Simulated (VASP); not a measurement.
# W (Cmme) in VASP: single point with PBEsol

Aim: the single point of W with PBEsol.

All numbers are computed with VASP 6.6.1; they aren't measurements. Logs are shortened: lines on timing, memory, paths and dates and some standing lists are left out, and cuts for length are marked.

### 1 The cell of the first run

The structure is orthorhombic, space group Cmme (No. 67). Conventional cell: a = 3.154 Å, b = 4.461 Å, c = 4.461 Å, α = 90.00°, β = 90.00°, γ = 90.00°. Within 3.5 Å of W (site symmetry mm2) lie 14 W at 2.65 to 3.23 Å.

### 2 Single point, PBEsol (atoms displaced along a vibrational mode)

The input, INCAR:

```
SYSTEM = W
ALGO = Fast ; EDIFF = 1E-6
ENCUT = 520 ; GGA = PS
ISIF = 2 ; ISMEAR = 0
LASPH = .True. ; LCHARG = .True.
LELF = .True. ; LREAL = .False.
LVHAR = .True. ; LWAVE = .False.
NBANDS = 21 ; NELM = 60
PREC = Accurate ; SIGMA = 0.15
```

The input, KPOINTS:

```
k-points
0
Gamma
  24 24 14
  0 0 0
```

The input, POSCAR:

```
W
1.0
   -1.5771801384      1.5771801384      1.5771801384
    1.5771801384     -1.5771801384      1.5771801384
    3.1543602768      3.1543602768      0.0000000000
W
2
Direct
    0.0000000000      0.0000000000      0.0112084023
    0.5000000000      0.5000000000      0.4887915977
```

Potentials or basis: VASP PAW PBE potentials, release 64 (W_sv).

Run with:

```console
> cat potpaw_PBE.64/W_sv/POTCAR > POTCAR
> mpirun -np 1 vasp_std > vasp.out
```

OUTCAR:

```text
SYSTEM = W
   EDIFF = 1E-6
   ENCUT = 520
   GGA = PS
   ISIF = 2
   ISMEAR = 0
   LASPH = .True.
   LREAL = .False.
   NELM = 60
   PREC = Accurate

 ion  position               nearest neighbor table
   1  0.000  0.000  0.011-   2 2.65   2 2.65   2 2.81   2 2.81   2 3.08   2 3.08   2 3.23   2 3.23

   2  0.500  0.500  0.489-   1 2.65   1 2.65   1 2.81   1 2.81   1 3.08   1 3.08   1 3.23   1 3.23

  LATTYP: Found a base centered orthorhombic cell.
 ALAT       =     3.1543602768
 B/A-ratio  =     1.4142135624
 C/A-ratio  =     1.4142135624

  Lattice vectors:

 A1 = (  -1.5771801384,   1.5771801384,   1.5771801384)
 A2 = (   1.5771801384,  -1.5771801384,   1.5771801384)
 A3 = (   3.1543602768,   3.1543602768,   0.0000000000)

Analysis of symmetry for initial positions (statically):
=====================================================================
 Subroutine PRICEL returns:
 Original cell was already a primitive cell.

 Routine SETGRP: Setting up the symmetry group for a
 base centered orthorhombic supercell.

 Subroutine GETGRP returns: Found  8 space group operations
 (whereof  4 operations were pure point group operations)
 out of a pool of  8 trial point group operations.

The static configuration has the point symmetry C_2v.
 The point group associated with its full space group is D_2h.

Analysis of symmetry for dynamics (positions and initial velocities):
=====================================================================
 Subroutine PRICEL returns:
 Original cell was already a primitive cell.

 Routine SETGRP: Setting up the symmetry group for a
 base centered orthorhombic supercell.

 Subroutine GETGRP returns: Found  8 space group operations
 (whereof  4 operations were pure point group operations)
 out of a pool of  8 trial point group operations.

The dynamic configuration has the point symmetry C_2v.
 The point group associated with its full space group is D_2h.

 Subroutine INISYM returns: Found  8 space group operations
 (whereof  4 operations are pure point group operations),
 and found     1 'primitive' translations

----------------------------------------------------------------------------------------

                                     Primitive cell

  volume of cell :      31.3858

  direct lattice vectors                    reciprocal lattice vectors
    -1.577180138  1.577180138  1.577180138    -0.158510746  0.158510746  0.317021492
     1.577180138 -1.577180138  1.577180138     0.158510746 -0.158510746  0.317021492
     3.154360277  3.154360277  0.000000000     0.158510746  0.158510746  0.000000000

  length of vectors
     2.731756132  2.731756132  4.460939084     0.388270446  0.388270446  0.224168046

  position of ions in fractional coordinates (direct lattice)
     0.000000000  0.000000000  0.011208402
     0.500000000  0.500000000  0.488791598

  ion indices of the primitive-cell ions
   primitive index   ion index
                 1           1
                 2           2

----------------------------------------------------------------------------------------

 KPOINTS: k-points

Automatic generation of k-mesh.
 Grid dimensions read from file:
 generate k-points for:   24   24   14

 Generating k-lattice:

  Cartesian coordinates                     Fractional coordinates (reciprocal lattice)
    -0.006604614  0.006604614  0.013209229     0.041666667  0.000000000  0.000000000
     0.006604614 -0.006604614  0.013209229     0.000000000  0.041666667  0.000000000
     0.011322196  0.011322196  0.000000000     0.000000000  0.000000000  0.071428571

  Length of vectors
     0.016177935  0.016177935  0.016012003

  Shift w.r.t. Gamma in fractional coordinates (k-lattice)
     0.000000000  0.000000000  0.000000000

 Subroutine IBZKPT returns following result:
 ===========================================

 Found   1256 irreducible k-points:

 Following reciprocal coordinates:
            Coordinates               Weight
  0.000000  0.000000  0.000000      1.000000
  0.041667  0.000000  0.000000      4.000000
  0.083333  0.000000  0.000000      4.000000
  0.125000  0.000000  0.000000      4.000000
  0.166667  0.000000  0.000000      4.000000
  0.208333  0.000000  0.000000      4.000000
[... 16 lines left out ...]
  0.416667  0.041667  0.000000      4.000000
  0.458333  0.041667  0.000000      4.000000
 [... further k-points ...]
   k-points           NKPTS =   1256   k-points in BZ     NKDIM =   1256   number of bands    NBANDS=     21
   number of dos      NEDOS =    301   number of ions     NIONS =      2
   total plane-waves  NPLWV =  14400
   dimension x,y,z NGX =    20 NGY =   20 NGZ =   36
   dimension x,y,z NGXF=    40 NGYF=   40 NGZF=   72
   ions per type =               2
   NGX,Y,Z   is equivalent  to a cutoff of  12.17, 12.17, 13.42 a.u.
   NGXF,Y,Z  is equivalent  to a cutoff of  24.34, 24.34, 26.83 a.u.
 SYSTEM =  W
   PREC   = accura    normal or accurate (medium, high low for compatibility)
   ISTART =      0    job   : 0-new  1-cont  2-samecut
   ICHARG =      2    charge: 1-file 2-atom 10-const
   ISPIN  =      1    spin polarized calculation?
   LNONCOLLINEAR =      F non collinear calculations
   LSORBIT =      F    spin-orbit coupling
   LASPH  =      T    aspherical Exc in radial PAW
   ENCUT  =  520.0 eV  38.22 Ry    6.18 a.u.   5.08  5.08  8.29*2*pi/ulx,y,z
   NELM   =     60;   NELMIN=  2; NELMDL= -5     # of ELM steps
   EDIFF  = 0.1E-05   stopping-criterion for ELM
   LREAL  =      F    real-space projection
   EDIFFG = 0.1E-04   stopping-criterion for IOM
   NSW    =      0    number of steps for IOM
   IBRION =     -1    ionic relax: 0-MD 1-quasi-New 2-CG
   NFREE  =      0    steps in history (QN), initial steepest desc. (CG)
   ISIF   =      2    stress and relaxation
   ISYM   =      2    0-nonsym 1-usesym 2-fastsym
   POTIM  = 0.5000    time-step for ionic-motion
   TEBEG  =    0.0;   TEEND  =   0.0 temperature during run
   PSTRESS=    0.0 pullay stress
   NELECT =      28.0000    total number of electrons
   NUPDOWN=      -1.0000    fix difference up-down
   EMIN   =  10.00;   EMAX   =-10.00  energy-range for DOS
   EFERMI =   0.00;   METHOD = LEGACY
   ISMEAR =     0;   SIGMA  =   0.15  broadening in eV -4-tet -1-fermi 0-gaus
   EFERMI_NEDOS =   21; number of points for ismear=-14 and -15
   IALGO  =     68    algorithm
   IMIX   =      4    mixing-type and parameters
     AMIX     =   0.40;   BMIX     =  1.00
     AMIX_MAG =   1.60;   BMIX_MAG =  1.00
  volume/ion in A,a.u.               =      15.69       105.90
  Fermi-wavevector in a.u.,A,eV,Ry     =   1.575976  2.978162 33.792787  2.483700
  Thomas-Fermi vector in A             =   2.676879
   LORBIT       =      0    0 simple, 1 ext, 2 COOP (PROOUT), +10 PAW based schemes
   GGA     = PS    functional components
   LHFCALC =     F    Hartree Fock is set to
   AEXX    =    0.0000 exact exchange contribution
   IVDW    =     0    specifies the selected vdW correction
   LEPSILON=     F    determine dielectric tensor
   LRPA    =     F    only Hartree local field effects (RPA)
 non-spin polarized calculation
 RMM-DIIS sequential band-by-band and
 Gauss-broadening in eV      SIGMA  =   0.15
  energy-cutoff  :      520.00
  volume of cell :       31.39
 maximum number of plane-waves:       862
   NGX = 11   NGY = 11   NGZ = 17

 number of electron      28.0000008 magnetization

 Free energy of the ion-electron system (eV)
  ---------------------------------------------------
  ext. energy  EPLUGINS =         0.00000000
  ---------------------------------------------------
  free energy    TOTEN  =       -27.53086501 eV

  energy without entropy =      -27.52061382  energy(sigma->0) =      -27.52573942

 E-fermi :  11.4513     XC(G=0): -13.8114

 val. band max:       11.4503212487   @ k =  -0.1667   0.1667   0.0714
 cond. band min:      11.4520207501   @ k =  -0.0833   0.0417   0.0000
 fundamental gap:      0.0016995014
 Fermi energy:        11.4512557111

 k-point     1 :       0.0000    0.0000    0.0000
  band No.  band energies     occupation
      1     -62.7092      2.00000
      2     -62.5588      2.00000
      3     -27.6033      2.00000
      4     -26.7010      2.00000
      5     -26.2592      2.00000
      6     -26.2516      2.00000
[... 13 lines left out ...]
     20      17.7256      0.00000
     21      22.9359      0.00000

 k-point     2 :       0.0417    0.0000    0.0000
  band No.  band energies     occupation
      1     -62.7074      2.00000
      2     -62.5582      2.00000
      3     -27.5962      2.00000
      4     -26.7082      2.00000
      5     -26.2694      2.00000
      6     -26.2661      2.00000
[... 13 lines left out ...]
     20      17.8210      0.00000
     21      22.9497      0.00000

 k-point     3 :       0.0833    0.0000    0.0000
  band No.  band energies     occupation
      1     -62.7020      2.00000
      2     -62.5566      2.00000
      3     -27.5751      2.00000
      4     -26.7311      2.00000
      5     -26.3198      2.00000
      6     -26.2961      2.00000
[... 13 lines left out ...]
     20      18.1195      0.00000
     21      22.0999      0.00000

 k-point     4 :       0.1250    0.0000    0.0000
  band No.  band energies     occupation
      1     -62.6933      2.00000
      2     -62.5541      2.00000
      3     -27.5407      2.00000
      4     -26.7729      2.00000
      5     -26.4064      2.00000
      6     -26.3316      2.00000
[... 13 lines left out ...]
     20      18.6291      0.00000
     21      21.7355      0.00000

 k-point     5 :       0.1667    0.0000    0.0000
  band No.  band energies     occupation
      1     -62.6818      2.00000
      2     -62.5511      2.00000
      3     -27.4941      2.00000
      4     -26.8359      2.00000
      5     -26.5180      2.00000
      6     -26.3675      2.00000
[... 13 lines left out ...]
     20      19.3181      0.00000
     21      21.2571      0.00000

 k-point     6 :       0.2083    0.0000    0.0000
  band No.  band energies     occupation
      1     -62.6678      2.00000
      2     -62.5480      2.00000
      3     -27.4371      2.00000
      4     -26.9188      2.00000
      5     -26.6456      2.00000
      6     -26.3989      2.00000
[... 13 lines left out ...]
     20      20.1299      0.00000
     21      20.7181      0.00000

 k-point     7 :       0.2500    0.0000    0.0000
  band No.  band energies     occupation
      1     -62.6522      2.00000
      2     -62.5453      2.00000
      3     -27.3726      2.00000
      4     -27.0149      2.00000
      5     -26.7789      2.00000
      6     -26.4272      2.00000
[... 13 lines left out ...]
     20      20.1935      0.00000
     21      21.0120      0.00000
[... 291 lines left out ...]
      1     -62.6274      2.00000
      2     -62.5475      2.00000
      3     -27.2634      2.00000
      4     -27.1220      2.00000
      5     -26.9127      2.00000
      6     -26.5097      2.00000
[... 13 lines left out ...]
     20      19.4183      0.00000
     21      22.2416      0.00000

 k-point    21 :       0.3333    0.0417    0.0000
  band No.  band energies     occupation
      1     -62.6104      2.00000
      2     -62.5478      2.00000
      3     -27.2249      2.00000
      4     -27.2126      2.00000
      5     -26.9890      2.00000
      6     -26.5638      2.00000
[... 13 lines left out ...]
     20      19.3542      0.00000
     21      22.5268      0.00000

 k-point    22 :       0.3750    0.0417    0.0000
  band No.  band energies     occupation
      1     -62.5940      2.00000
      2     -62.5499      2.00000
      3     -27.2885      2.00000
      4     -27.2532      2.00000
      5     -26.9775      2.00000
      6     -26.6290      2.00000
[... 13 lines left out ...]
     20      19.6640      0.00000
     21      21.6085      0.00000

 k-point    23 :       0.4167    0.0417    0.0000
  band No.  band energies     occupation
      1     -62.5791      2.00000
      2     -62.5542      2.00000
      3     -27.3430      2.00000
      4     -27.3122      2.00000
      5     -26.9106      2.00000
      6     -26.7022      2.00000
[... 13 lines left out ...]
     20      20.2771      0.00000
     21      20.7038      0.00000

 k-point    24 :       0.4583    0.0417    0.0000
  band No.  band energies     occupation
      1     -62.5660      2.00000
      2     -62.5608      2.00000
      3     -27.3717      2.00000
      4     -27.3593      2.00000
      5     -26.8288      2.00000
      6     -26.7810      2.00000
[... 13 lines left out ...]
     20      19.5539      0.00000
     21      21.3673      0.00000

 [... further k-points ...]

------------------------ aborting loop because EDIFF is reached ----------------------------------------

  FORCE on cell =-STRESS in cart. coord.  units (eV):
  Direction    XX          YY          ZZ          XY          YZ          ZX
  --------------------------------------------------------------------------------------
  -------------------------------------------------------------------------------------
  Total        0.5006894      0.5006894      0.3170205      0.1005511      0.0000000     -0.0000000
  in kB       25.5590725     25.5590725     16.1831869      5.1329101      0.0000000     -0.0000000
  external PRESSURE =      22.4337773 kB  Pullay stress =       0.0000000 kB

 VOLUME and BASIS-vectors are now :
 -----------------------------------------------------------------------------
  energy-cutoff  :      520.00
  volume of cell :       31.39
      direct lattice vectors                 reciprocal lattice vectors
    -1.577180138  1.577180138  1.577180138    -0.158510746  0.158510746  0.317021492
     1.577180138 -1.577180138  1.577180138     0.158510746 -0.158510746  0.317021492
     3.154360277  3.154360277  0.000000000     0.158510746  0.158510746  0.000000000

 POSITION                                       TOTAL-FORCE (eV/Angst)
 -----------------------------------------------------------------------------------
      0.03536      0.03536      0.00000        -1.207351     -1.207351     -0.000000
      1.54182      1.54182      1.57718         1.207351      1.207351      0.000000
 -----------------------------------------------------------------------------------
    total drift:                               -0.000000     -0.000000     -0.000000

  FREE ENERGIE OF THE ION-ELECTRON SYSTEM (eV)
  ---------------------------------------------------
  free  energy   TOTEN  =       -27.5308650147 eV

  energy  without entropy=      -27.5206138177  energy(sigma->0) =      -27.52573942
```

Run time: 14 min. Hardware: 1 thread of Oxide Virtual Turin-like, shared host; peak memory 0.64 GiB.

Results:

- Free energy: -27.5309 eV
- Pressure: 2.2 GPa
- Largest force: 1.707 eV/Å
- Band gap on the k mesh: zero (bands 14 and 15 overlap by 3.44 eV)

Forces on the atoms (eV/Å):
```
W   -1.207 -1.207  0.000
W    1.207  1.207  0.000
```

Levels at points of the mesh, in eV from the Fermi level:
| k point | band 12 | band 13 | band 14 | band 15 | band 16 | band 17 |
| --- | --- | --- | --- | --- | --- | --- |
| (0.00, 0.00, 0.00) | -1.34 | -1.32 | -1.27 | 0.79 | 2.14 | 2.22 |
| (0.50, 0.00, 0.00) | -3.28 | -2.26 | -2.26 | 1.79 | 1.79 | 3.12 |
| (0.50, 0.50, 0.00) | -3.68 | 0.71 | 2.18 | 3.07 | 5.19 | 5.20 |
| (0.00, 0.00, 0.50) | -2.45 | -2.36 | -1.33 | 0.94 | 1.46 | 1.76 |
| (0.50, 0.00, 0.50) | -3.65 | 0.70 | 0.70 | 2.12 | 2.12 | 3.11 |
| (0.50, 0.50, 0.50) | -3.48 | -1.26 | -0.19 | -0.10 | 0.37 | 5.55 |

Caveat: the cell differs from its parent crystal (atoms displaced along a vibrational mode); the PAW data sets were made with another functional, which shifts forces and pressure a little; spin-orbit coupling is left out, which moves the levels of the heavy elements.
